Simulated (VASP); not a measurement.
# ZrN (Fm-3m) in VASP: a series of runs, part 2 of 2

VASP 6.6.1.

**3. Electric field gradients, LDA (volume scaled by 1.01)**

INCAR reads:

```
PREC = Accurate
ENCUT = 520
EDIFF = 1E-8
ISMEAR = -1
SIGMA = 0.03
LREAL = False
LASPH = True
NELM = 120
ALGO = Normal
ISIF = 2
LWAVE = False
LCHARG = False
GGA = CA
LEFG = True
NBANDS = 16
GGA_COMPAT = False
```

KPOINTS reads:

```
regular mesh
0
Gamma
  9 9 9
```

POSCAR reads:

```
ZrN
1.0
    0.0000000000      2.2918188597      2.2918188597
    2.2918188597      0.0000000000      2.2918188597
    2.2918188597      2.2918188597      0.0000000000
Zr N
1 1
Direct
    0.0000000000      0.0000000000      0.0000000000
    0.5000000000      0.5000000000      0.5000000000
```

Potentials or basis: VASP PAW LDA potentials, release 64 (Zr_sv, N).

The run is started by

```bash
cat potpaw_LDA.64/Zr_sv/POTCAR potpaw_LDA.64/N/POTCAR > POTCAR
mpirun -np 1 vasp_std > vasp.out
```

OUTCAR:

```text
PREC = Accurate
   ENCUT = 520
   EDIFF = 1E-8
   ISMEAR = -1
   LREAL = False
   LASPH = True
   NELM = 120
   ISIF = 2
   GGA = CA

 ion  position               nearest neighbor table
   1  0.000  0.000  0.000-   2 2.29   2 2.29   2 2.29   2 2.29   2 2.29   2 2.29
   2  0.500  0.500  0.500-   1 2.29   1 2.29   1 2.29   1 2.29   1 2.29   1 2.29

  LATTYP: Found a face centered cubic cell.
 ALAT       =     4.5836377194

  Lattice vectors:

 A1 = (   0.0000000000,   2.2918188597,   2.2918188597)
 A2 = (   2.2918188597,   0.0000000000,   2.2918188597)
 A3 = (   2.2918188597,   2.2918188597,   0.0000000000)

Analysis of symmetry for initial positions (statically):
=====================================================================
 Subroutine PRICEL returns:
 Original cell was already a primitive cell.

 Routine SETGRP: Setting up the symmetry group for a
 face centered cubic supercell.

 Subroutine GETGRP returns: Found 48 space group operations
 (whereof 48 operations were pure point group operations)
 out of a pool of 48 trial point group operations.

The static configuration has the point symmetry O_h .

Analysis of symmetry for dynamics (positions and initial velocities):
=====================================================================
 Subroutine PRICEL returns:
 Original cell was already a primitive cell.

 Routine SETGRP: Setting up the symmetry group for a
 face centered cubic supercell.

 Subroutine GETGRP returns: Found 48 space group operations
 (whereof 48 operations were pure point group operations)
 out of a pool of 48 trial point group operations.

The dynamic configuration has the point symmetry O_h .

 Subroutine INISYM returns: Found 48 space group operations
 (whereof 48 operations are pure point group operations),
 and found     1 'primitive' translations

----------------------------------------------------------------------------------------

                                     Primitive cell

  volume of cell :      24.0753

  direct lattice vectors                    reciprocal lattice vectors
     0.000000000  2.291818860  2.291818860    -0.218167329  0.218167329  0.218167329
     2.291818860  0.000000000  2.291818860     0.218167329 -0.218167329  0.218167329
     2.291818860  2.291818860  0.000000000     0.218167329  0.218167329 -0.218167329

  length of vectors
     3.241121314  3.241121314  3.241121314     0.377876899  0.377876899  0.377876899

  position of ions in fractional coordinates (direct lattice)
     0.000000000  0.000000000  0.000000000
     0.500000000  0.500000000  0.500000000

  ion indices of the primitive-cell ions
   primitive index   ion index
                 1           1
                 2           2

----------------------------------------------------------------------------------------

 KPOINTS: regular mesh

[... 71 lines left out ...]
   IBRION =     -1    ionic relax: 0-MD 1-quasi-New 2-CG
   NFREE  =      0    steps in history (QN), initial steepest desc. (CG)
   ISIF   =      2    stress and relaxation
   ISYM   =      2    0-nonsym 1-usesym 2-fastsym
   POTIM  = 0.5000    time-step for ionic-motion
   TEBEG  =    0.0;   TEEND  =   0.0 temperature during run
   PSTRESS=    0.0 pullay stress
   NELECT =      17.0000    total number of electrons
   NUPDOWN=      -1.0000    fix difference up-down
   EMIN   =  10.00;   EMAX   =-10.00  energy-range for DOS
   EFERMI =   0.00;   METHOD = LEGACY
   ISMEAR =    -1;   SIGMA  =   0.03  broadening in eV -4-tet -1-fermi 0-gaus
   EFERMI_NEDOS =   21; number of points for ismear=-14 and -15
   IALGO  =     38    algorithm
   IMIX   =      4    mixing-type and parameters
     AMIX     =   0.40;   BMIX     =  1.00
     AMIX_MAG =   1.60;   BMIX_MAG =  1.00
  volume/ion in A,a.u.               =      12.04        81.23
  Fermi-wavevector in a.u.,A,eV,Ry     =   1.457810  2.754861 28.915228  2.125209
  Thomas-Fermi vector in A             =   2.574568
   LORBIT       =      0    0 simple, 1 ext, 2 COOP (PROOUT), +10 PAW based schemes
   GGA     = CA    functional components
   LHFCALC =     F    Hartree Fock is set to
   AEXX    =    0.0000 exact exchange contribution
   IVDW    =     0    specifies the selected vdW correction
   LEPSILON=     F    determine dielectric tensor
   LRPA    =     F    only Hartree local field effects (RPA)
 non-spin polarized calculation
  energy-cutoff  :      520.00
  volume of cell :       24.08
 maximum number of plane-waves:       658
   NGX = 13   NGY = 13   NGZ = 13

 number of electron      16.9999999 magnetization

 Free energy of the ion-electron system (eV)
  ---------------------------------------------------
  ext. energy  EPLUGINS =         0.00000000
  ---------------------------------------------------
  free energy    TOTEN  =       -22.39901771 eV

  energy without entropy =      -22.39496831  energy(sigma->0) =      -22.39699301

 E-fermi :  11.6975     XC(G=0): -12.7850

 val. band max:       11.6660919515   @ k =   0.1111   0.0000   0.0000
 cond. band min:      11.7118889026   @ k =   0.4444   0.2222   0.1111
 fundamental gap:      0.0457969511
 Fermi energy:        11.6975246379

 k-point     1 :       0.0000    0.0000    0.0000
  band No.  band energies     occupation
      1     -37.5248      2.00000
      2     -15.2897      2.00000
      3     -15.2897      2.00000
      4     -15.2897      2.00000
      5      -4.2896      2.00000
      6       9.1115      2.00000
[... 433 lines left out ...]
      3     -15.6451      2.00000
      4     -15.6451      2.00000
      5      -3.6926      2.00000
      6       7.0236      2.00000
[... 8 lines left out ...]
     15      22.1385      0.00000
     16      27.3437      0.00000

 [... further k-points ...]

------------------------ aborting loop because EDIFF is reached ----------------------------------------

  FORCE on cell =-STRESS in cart. coord.  units (eV):
  Direction    XX          YY          ZZ          XY          YZ          ZX
  --------------------------------------------------------------------------------------
  -------------------------------------------------------------------------------------
  Total       -1.4202803     -1.4202803     -1.4202803      0.0000000     -0.0000000      0.0000000
  in kB      -94.5178401    -94.5178401    -94.5178401      0.0000000     -0.0000000      0.0000000
  external PRESSURE =     -94.5178401 kB  Pullay stress =       0.0000000 kB

 VOLUME and BASIS-vectors are now :
 -----------------------------------------------------------------------------
  energy-cutoff  :      520.00
  volume of cell :       24.08
      direct lattice vectors                 reciprocal lattice vectors
     0.000000000  2.291818860  2.291818860    -0.218167329  0.218167329  0.218167329
     2.291818860  0.000000000  2.291818860     0.218167329 -0.218167329  0.218167329
     2.291818860  2.291818860  0.000000000     0.218167329  0.218167329 -0.218167329

 POSITION                                       TOTAL-FORCE (eV/Angst)
 -----------------------------------------------------------------------------------
      0.00000      0.00000      0.00000        -0.000000     -0.000000      0.000000
      2.29182      2.29182      2.29182         0.000000      0.000000      0.000000
 -----------------------------------------------------------------------------------
    total drift:                                0.000000     -0.000000     -0.000000

  FREE ENERGIE OF THE ION-ELECTRON SYSTEM (eV)
  ---------------------------------------------------
  free  energy   TOTEN  =       -22.3990177050 eV

  energy  without entropy=      -22.3949683067  energy(sigma->0) =      -22.39699301

 Electric field gradients (V/A^2)
---------------------------------------------------------------------
 ion       V_xx      V_yy      V_zz      V_xy      V_xz      V_yz
---------------------------------------------------------------------
   1      -0.000    -0.000     0.000    -0.000    -0.000    -0.000
   2       0.000     0.000    -0.000    -0.000    -0.000    -0.000
---------------------------------------------------------------------

 Electric field gradients after diagonalization (V/A^2)
 (convention: |V_zz| > |V_xx| > |V_yy|)
----------------------------------------------------------------------
 ion       V_xx      V_yy      V_zz     asymmetry (V_yy - V_xx)/ V_zz
----------------------------------------------------------------------
   1       0.000     0.000    -0.000       0.000
   2       0.000     0.000    -0.001       0.000
----------------------------------------------------------------------

           NMR quadrupolar parameters

 Cq : quadrupolar parameter    Cq=e*Q*V_zz/h
 eta: asymmetry parameters     (V_yy - V_xx)/ V_zz
 Q  : nuclear electric quadrupole moment in mb (millibarn)
----------------------------------------------------------------------
 ion       Cq(MHz)       eta       Q (mb)
----------------------------------------------------------------------
   1      -0.000       0.000       1.000
   2      -0.000       0.000       1.000
----------------------------------------------------------------------
```

OSZICAR:

```text
N       E                     dE             d eps       ncg     rms          rms(c)
DAV:   1     0.112383290799E+03    0.11238E+03   -0.92125E+03  1120   0.106E+03
DAV:   2    -0.215096169918E+02   -0.13389E+03   -0.12734E+03  1448   0.297E+02
DAV:   3    -0.258003979820E+02   -0.42908E+01   -0.42697E+01  1624   0.478E+01
DAV:   4    -0.258396862606E+02   -0.39288E-01   -0.39277E-01  1344   0.428E+00
DAV:   5    -0.258403540290E+02   -0.66777E-03   -0.66776E-03  1560   0.390E-01    0.220E+01
DAV:   6    -0.226321625477E+02    0.32082E+01   -0.73496E+00  1200   0.250E+01    0.845E+00
DAV:   7    -0.224437038218E+02    0.18846E+00   -0.52491E-01  1288   0.611E+00    0.699E+00
DAV:   8    -0.224161923841E+02    0.27511E-01   -0.26550E-01  1432   0.431E+00    0.372E+00
DAV:   9    -0.224003038238E+02    0.15889E-01   -0.60198E-02  1272   0.220E+00    0.137E+00
DAV:  10    -0.223990261891E+02    0.12776E-02   -0.26223E-03  1344   0.488E-01    0.832E-02
DAV:  11    -0.223990272609E+02   -0.10717E-05   -0.19630E-04  1464   0.103E-01    0.752E-02
DAV:  12    -0.223990178342E+02    0.94266E-05   -0.23205E-05  1272   0.391E-02    0.353E-03
DAV:  13    -0.223990177422E+02    0.91964E-07   -0.24337E-07  1432   0.524E-03    0.137E-03
DAV:  14    -0.223990177067E+02    0.35514E-07   -0.26158E-08  1384   0.173E-03    0.398E-04
DAV:  15    -0.223990177050E+02    0.16901E-08   -0.24093E-09   728   0.518E-04
   1 F= -.22399018E+02 E0= -.22396993E+02  d E =-.404940E-02
```

stdout:

```text
POSCAR found type information on POSCAR ZrN
 POSCAR found :  2 types and       2 ions
 scaLAPACK will be used
 LDA part: xc-table for (Slater(with rela. corr.)+CA(PZ))
 , standard interpolation
 POSCAR, INCAR and KPOINTS ok, starting setup
 FFT: planning ... GRIDC
 FFT: planning ... GRID_SOFT
 FFT: planning ... GRID
 WAVECAR not read
 entering main loop
ion   1

ion   2
```

Run time: 20 s. Hardware: 1 thread of Intel Xeon 8259CL, shared host; peak memory 0.13 GiB.

Results:

```
Free energy : -22.3990 eV
Pressure    : -9.5 GPa
```

Caveat: without QUAD_EFG the Cq values of the log hold for a quadrupole moment of 1 mb, not for the nuclei.
